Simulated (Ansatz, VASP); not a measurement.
## One calculation of Al2As, two programs

```
Al As
1.0
     3.37043    0.00000    0.00000
     0.00000    3.37043    0.00000
     0.00000    0.00000    5.29562
Al As
2 1
Direct
  0.00000 0.00000 0.61951
  0.50000 0.50000 0.32516
  0.00000 0.00000 0.09991
```

Alike in both runs: functional PBE; k mesh 14 × 14 × 10; occupations gaussian, width 0.1 eV; no spin polarisation.

Ansatz relaxed the structure, and its values are those at the end. VASP's run is a single point on that final structure, the one shown.

```csv
,VASP,Ansatz
version,VASP 6.6.1,Ansatz 0.2.0
potentials or method,"VASP PAW PBE potentials, release 64 (Al, As), cutoff 520 eV","scalar-relativistic, plane waves, PAW"
valence electrons in the cell,11,21
```

Ansatz gave:

```
gap on the k mesh at the Fermi level (eV) : none
pressure (GPa)                            : 0.0
rms of the force components (eV/Å)        : 0.003
```

Which values does VASP return?

gap on the k mesh at the Fermi level (eV): none; pressure (GPa): 0.1; rms of the force components (eV/Å): 0.007.

A gap of «none» marks a metal or a gap that the smearing closes. The functional is the same, so the differences come from potentials, cutoffs and numerics. VASP's potentials hold 11 valence electrons a cell and Ansatz's 21, so a difference there can come from the potentials and not from the codes.
